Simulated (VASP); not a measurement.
# SrTiO3 (I4/mcm) in VASP: single point with PBE

Aim: the single point of SrTiO3 with PBE.

Program: VASP 6.6.1. These are calculated values, not measurements. Logs are shortened: lines on timing, memory, paths and dates and some standing lists are left out, and cuts for length are marked.

### Step 1. The cell of the first run

The structure is tetragonal, space group I4/mcm (No. 140). The conventional cell has a = 5.619 Å, b = 5.619 Å, c = 7.949 Å, α = 90.00°, β = 90.00°, γ = 90.00°. Within 3.5 Å of Sr (site symmetry -42m) lie 12 O at 2.69 to 2.93 Å and 8 Ti at 3.44 Å. Ti (site symmetry 4/m) has 6 O at 1.99 Å within 2.6 Å. Within 2.6 Å of O (site symmetry 422) lie 2 Ti at 1.99 Å. O (site symmetry m2m) has 2 Ti at 1.99 Å and 2 Sr at 2.69 Å within 2.7 Å.

### Step 2. Single point, PBE (12.55 Å³/atom)

INCAR reads:

```
SYSTEM = SrTiO3
ALGO = Normal
EDIFF = 1E-6
ENCUT = 520
GGA = PE
ISIF = 2
ISMEAR = -1
LASPH = .TRUE.
LCHARG = .TRUE.
LELF = .TRUE.
LREAL = .FALSE.
LVHAR = .TRUE.
LWAVE = .FALSE.
NBANDS = 51
NELM = 100
PREC = Accurate
SIGMA = 0.02
```

KPOINTS reads:

```
k-points
0
G
  8 8 8
  0 0 0
```

POSCAR reads:

```
SrTiO3
1.0
   -2.8095431322      2.8095431322      3.9744507818
    2.8095431322     -2.8095431322      3.9744507818
    2.8095431322      2.8095431322     -3.9744507818
Sr Ti O
2 2 6
Direct
    0.7500000000      0.2500000000      0.5000000000
    0.2500000000      0.7500000000      0.5000000000
    0.0000000000      0.0000000000      0.0000000000
    0.5000000000      0.5000000000      0.0000000000
    0.2500000000      0.2500000000      0.0000000000
    0.7500000000      0.7500000000      0.0000000000
    0.7283236542      0.2283236542      0.9566473084
    0.2283236542      0.2716763458      0.5000000000
    0.2716763458      0.7716763458      0.0433526916
    0.7716763458      0.7283236542      0.5000000000
```

Potentials or basis: VASP PAW PBE potentials, release 64 (Sr_sv, Ti_sv, O).

Command:

```console
$ cat potpaw_PBE.64/Sr_sv/POTCAR potpaw_PBE.64/Ti_sv/POTCAR potpaw_PBE.64/O/POTCAR > POTCAR
$ mpirun -np 1 vasp_std > vasp.out
```

OUTCAR:

```text
SYSTEM = SrTiO3
   EDIFF = 1E-6
   ENCUT = 520
   GGA = PE
   ISIF = 2
   ISMEAR = -1
   LASPH = .TRUE.
   LREAL = .FALSE.
   NELM = 100
   PREC = Accurate

 ion  position               nearest neighbor table
   1  0.750  0.250  0.500-   9 2.69   8 2.69  10 2.69   7 2.69   5 2.81   6 2.81   6 2.81   5 2.81
                             7 2.93   9 2.93   8 2.93  10 2.93   4 3.44   3 3.44   4 3.44   4 3.44
   2  0.250  0.750  0.500-   7 2.69   8 2.69  10 2.69   9 2.69   5 2.81   6 2.81   5 2.81   6 2.81
                             9 2.93   7 2.93  10 2.93   8 2.93   4 3.44   3 3.44   4 3.44   3 3.44
   3  0.000  0.000  0.000-   5 1.99   6 1.99   7 1.99   9 1.99   8 1.99  10 1.99   1 3.44   2 3.44
                             1 3.44   1 3.44   2 3.44   2 3.44   1 3.44   2 3.44
   4  0.500  0.500  0.000-   5 1.99   6 1.99   7 1.99   9 1.99  10 1.99   8 1.99   1 3.44   2 3.44
                             2 3.44   1 3.44   2 3.44   1 3.44   2 3.44   1 3.44
   5  0.250  0.250  0.000-   3 1.99   4 1.99   1 2.81   2 2.81   2 2.81   1 2.81
   6  0.750  0.750  0.000-   3 1.99   4 1.99   1 2.81   2 2.81   1 2.81   2 2.81
   7  0.728  0.228  0.957-   3 1.99   4 1.99   2 2.69   1 2.69   1 2.93   2 2.93
   8  0.228  0.272  0.500-   4 1.99   3 1.99   1 2.69   2 2.69   1 2.93   2 2.93
   9  0.272  0.772  0.043-   3 1.99   4 1.99   1 2.69   2 2.69   2 2.93   1 2.93
  10  0.772  0.728  0.500-   3 1.99   4 1.99   1 2.69   2 2.69   1 2.93   2 2.93

  LATTYP: Found a body centered tetragonal cell.
 ALAT       =     5.6190862644
 C/A-ratio  =     1.4146252949

  Lattice vectors:

 A1 = (  -2.8095431322,   2.8095431322,   3.9744507818)
 A2 = (   2.8095431322,  -2.8095431322,   3.9744507818)
 A3 = (   2.8095431322,   2.8095431322,  -3.9744507818)

Analysis of symmetry for initial positions (statically):
=====================================================================
 Subroutine PRICEL returns:
 Original cell was already a primitive cell.

 Routine SETGRP: Setting up the symmetry group for a
 body centered tetragonal supercell.

 Subroutine GETGRP returns: Found 16 space group operations
 (whereof  8 operations were pure point group operations)
 out of a pool of 16 trial point group operations.

The static configuration has the point symmetry C_4h.
 The point group associated with its full space group is D_4h.

Analysis of symmetry for dynamics (positions and initial velocities):
=====================================================================
 Subroutine PRICEL returns:
 Original cell was already a primitive cell.

 Routine SETGRP: Setting up the symmetry group for a
 body centered tetragonal supercell.

 Subroutine GETGRP returns: Found 16 space group operations
 (whereof  8 operations were pure point group operations)
 out of a pool of 16 trial point group operations.

The dynamic configuration has the point symmetry C_4h.
 The point group associated with its full space group is D_4h.

 Subroutine INISYM returns: Found 16 space group operations
 (whereof  8 operations are pure point group operations),
 and found     1 'primitive' translations

----------------------------------------------------------------------------------------

                                     Primitive cell

  volume of cell :     125.4898

  direct lattice vectors                    reciprocal lattice vectors
    -2.809543132  2.809543132  3.974450782     0.000000000  0.177964878  0.125803546
     2.809543132 -2.809543132  3.974450782     0.177964878  0.000000000  0.125803546
     2.809543132  2.809543132 -3.974450782     0.177964878  0.177964878  0.000000000

  length of vectors
     5.619904291  5.619904291  5.619904291     0.217940427  0.217940427  0.251680344

  position of ions in fractional coordinates (direct lattice)
     0.750000000  0.250000000  0.500000000
     0.250000000  0.750000000  0.500000000
     0.000000000  0.000000000  0.000000000
     0.500000000  0.500000000  0.000000000
     0.250000000  0.250000000  0.000000000
     0.750000000  0.750000000  0.000000000
     0.728323654  0.228323654  0.956647308
     0.228323654  0.271676346  0.500000000
     0.271676346  0.771676346  0.043352692
     0.771676346  0.728323654  0.500000000

  ion indices of the primitive-cell ions
   primitive index   ion index
                 1           1
                 2           2
                 3           3
                 4           4
                 5           5
                 6           6
                 7           7
                 8           8
                 9           9
                10          10

----------------------------------------------------------------------------------------

 KPOINTS: k-points

Automatic generation of k-mesh.
 Grid dimensions read from file:
 generate k-points for:    8    8    8

 Generating k-lattice:

  Cartesian coordinates                     Fractional coordinates (reciprocal lattice)
     0.000000000  0.022245610  0.015725443     0.125000000  0.000000000  0.000000000
     0.022245610  0.000000000  0.015725443     0.000000000  0.125000000  0.000000000
     0.022245610  0.022245610  0.000000000     0.000000000  0.000000000  0.125000000

  Length of vectors
     0.027242553  0.027242553  0.031460043

  Shift w.r.t. Gamma in fractional coordinates (k-lattice)
     0.000000000  0.000000000  0.000000000

 Subroutine IBZKPT returns following result:
 ===========================================

 Found     59 irreducible k-points:

 Following reciprocal coordinates:
            Coordinates               Weight
  0.000000  0.000000  0.000000      1.000000
  0.125000  0.000000  0.000000      8.000000
  0.250000  0.000000  0.000000      8.000000
  0.375000  0.000000 -0.000000      8.000000
  0.500000  0.000000  0.000000      4.000000
  0.125000  0.125000  0.000000      8.000000
[... 16 lines left out ...]
  0.250000  0.125000  0.125000     16.000000
  0.375000  0.125000  0.125000      8.000000
 [... further k-points ...]
   k-points           NKPTS =     59   k-points in BZ     NKDIM =     59   number of bands    NBANDS=     51
   number of dos      NEDOS =    301   number of ions     NIONS =     10
   total plane-waves  NPLWV =  74088
   dimension x,y,z NGX =    42 NGY =   42 NGZ =   42
   dimension x,y,z NGXF=    84 NGYF=   84 NGZF=   84
   ions per type =               2   2   6
   NGX,Y,Z   is equivalent  to a cutoff of  12.42, 12.42, 12.42 a.u.
   NGXF,Y,Z  is equivalent  to a cutoff of  24.85, 24.85, 24.85 a.u.
 SYSTEM =  SrTiO3
   PREC   = accura    normal or accurate (medium, high low for compatibility)
   ISTART =      0    job   : 0-new  1-cont  2-samecut
   ICHARG =      2    charge: 1-file 2-atom 10-const
   ISPIN  =      1    spin polarized calculation?
   LNONCOLLINEAR =      F non collinear calculations
   LSORBIT =      F    spin-orbit coupling
   LASPH  =      T    aspherical Exc in radial PAW
   ENCUT  =  520.0 eV  38.22 Ry    6.18 a.u.  10.45 10.45 10.45*2*pi/ulx,y,z
   NELM   =    100;   NELMIN=  2; NELMDL= -5     # of ELM steps
   EDIFF  = 0.1E-05   stopping-criterion for ELM
   LREAL  =      F    real-space projection
   EDIFFG = 0.1E-04   stopping-criterion for IOM
   NSW    =      0    number of steps for IOM
   IBRION =     -1    ionic relax: 0-MD 1-quasi-New 2-CG
   NFREE  =      0    steps in history (QN), initial steepest desc. (CG)
   ISIF   =      2    stress and relaxation
   ISYM   =      2    0-nonsym 1-usesym 2-fastsym
   POTIM  = 0.5000    time-step for ionic-motion
   TEBEG  =    0.0;   TEEND  =   0.0 temperature during run
   PSTRESS=    0.0 pullay stress
   NELECT =      80.0000    total number of electrons
   NUPDOWN=      -1.0000    fix difference up-down
   EMIN   =  10.00;   EMAX   =-10.00  energy-range for DOS
   EFERMI =   0.00;   METHOD = LEGACY
   ISMEAR =    -1;   SIGMA  =   0.02  broadening in eV -4-tet -1-fermi 0-gaus
   EFERMI_NEDOS =   21; number of points for ismear=-14 and -15
   IALGO  =     38    algorithm
   IMIX   =      4    mixing-type and parameters
     AMIX     =   0.40;   BMIX     =  1.00
     AMIX_MAG =   1.60;   BMIX_MAG =  1.00
  volume/ion in A,a.u.               =      12.55        84.68
  Fermi-wavevector in a.u.,A,eV,Ry     =   1.408971  2.662569 27.010267  1.985199
  Thomas-Fermi vector in A             =   2.531074
   LORBIT       =      0    0 simple, 1 ext, 2 COOP (PROOUT), +10 PAW based schemes
   GGA     = PE    functional components
   LHFCALC =     F    Hartree Fock is set to
   AEXX    =    0.0000 exact exchange contribution
   IVDW    =     0    specifies the selected vdW correction
   LEPSILON=     F    determine dielectric tensor
   LRPA    =     F    only Hartree local field effects (RPA)
 non-spin polarized calculation
  energy-cutoff  :      520.00
  volume of cell :      125.49
 maximum number of plane-waves:      3404
 NGX is ok and might be reduce to    42
   NGX = 21   NGY = 21   NGZ = 21

 number of electron      80.0000028 magnetization

 Free energy of the ion-electron system (eV)
  ---------------------------------------------------
  ext. energy  EPLUGINS =         0.00000000
  ---------------------------------------------------
  free energy    TOTEN  =       -80.17443055 eV

  energy without entropy =      -80.17443055  energy(sigma->0) =      -80.17443055

 E-fermi :   4.1783     XC(G=0): -10.9972

 val. band max:        3.6598110521   @ k =  -0.1250   0.1250   0.0000
 cond. band min:       5.4928397580   @ k =   0.0000   0.0000   0.0000
 fundamental gap:      1.8330287058
 Fermi energy:         4.1783215043

 k-point     1 :       0.0000    0.0000    0.0000
  band No.  band energies     occupation
      1     -52.9853      2.00000
      2     -52.9820      2.00000
      3     -29.2501      2.00000
      4     -29.2432      2.00000
      5     -29.2432      2.00000
      6     -29.1995      2.00000
[... 43 lines left out ...]
     50       9.3098      0.00000
     51       9.6053      0.00000
[... 1240 lines left out ...]
     50      10.2458      0.00000
     51      11.1473      0.00000

 [... further k-points ...]

------------------------ aborting loop because EDIFF is reached ----------------------------------------

  FORCE on cell =-STRESS in cart. coord.  units (eV):
  Direction    XX          YY          ZZ          XY          YZ          ZX
  --------------------------------------------------------------------------------------
  -------------------------------------------------------------------------------------
  Total       -3.4843819     -3.4843819     -2.8943073      0.0000000      0.0000000      0.0000000
  in kB      -44.4864566    -44.4864566    -36.9527444      0.0000000      0.0000000      0.0000000
  external PRESSURE =     -41.9752192 kB  Pullay stress =       0.0000000 kB

 VOLUME and BASIS-vectors are now :
 -----------------------------------------------------------------------------
  energy-cutoff  :      520.00
  volume of cell :      125.49
      direct lattice vectors                 reciprocal lattice vectors
    -2.809543132  2.809543132  3.974450782     0.000000000  0.177964878  0.125803546
     2.809543132 -2.809543132  3.974450782     0.177964878  0.000000000  0.125803546
     2.809543132  2.809543132 -3.974450782     0.177964878  0.177964878  0.000000000

 POSITION                                       TOTAL-FORCE (eV/Angst)
 -----------------------------------------------------------------------------------
      0.00000      2.80954      1.98723         0.000000      0.000000      0.000000
      2.80954      0.00000      1.98723         0.000000      0.000000      0.000000
      0.00000      0.00000      0.00000         0.000000      0.000000      0.000000
      0.00000      0.00000      3.97445         0.000000     -0.000000      0.000000
      0.00000      0.00000      1.98723         0.000000      0.000000      0.000000
      0.00000      0.00000      5.96168         0.000000     -0.000000      0.000000
      1.28297      4.09251     -0.00000         0.017268      0.017268     -0.000000
      1.52657      1.28297      0.00000        -0.017268      0.017268     -0.000000
      1.52657     -1.28297      3.97445        -0.017268     -0.017268      0.000000
      1.28297      1.52657      3.97445         0.017268     -0.017268      0.000000
 -----------------------------------------------------------------------------------
    total drift:                               -0.000000     -0.000000      0.000000

  FREE ENERGIE OF THE ION-ELECTRON SYSTEM (eV)
  ---------------------------------------------------
  free  energy   TOTEN  =       -80.1744305540 eV

  energy  without entropy=      -80.1744305540  energy(sigma->0) =      -80.17443055
```

It took 15 min on 1 thread of Oxide Virtual Turin-like, shared host; peak memory 0.43 GiB.

Results:

| Quantity | Value |
| --- | --- |
| Free energy | -80.1744 eV |
| Pressure | -4.2 GPa |
| Largest force | 0.024 eV/Å |
| Band gap on the k mesh | 1.83 eV |

Forces in eV/Å, atoms in the order of the input:
```
Sr   0.000  0.000  0.000
Sr   0.000  0.000  0.000
Ti   0.000  0.000  0.000
Ti   0.000  0.000  0.000
O    0.000  0.000  0.000
O    0.000  0.000  0.000
O    0.017  0.017  0.000
O   -0.017  0.017  0.000
O   -0.017 -0.017  0.000
O    0.017 -0.017  0.000
```

Caveat: the cell stands under tension. A k mesh can miss the band edges.
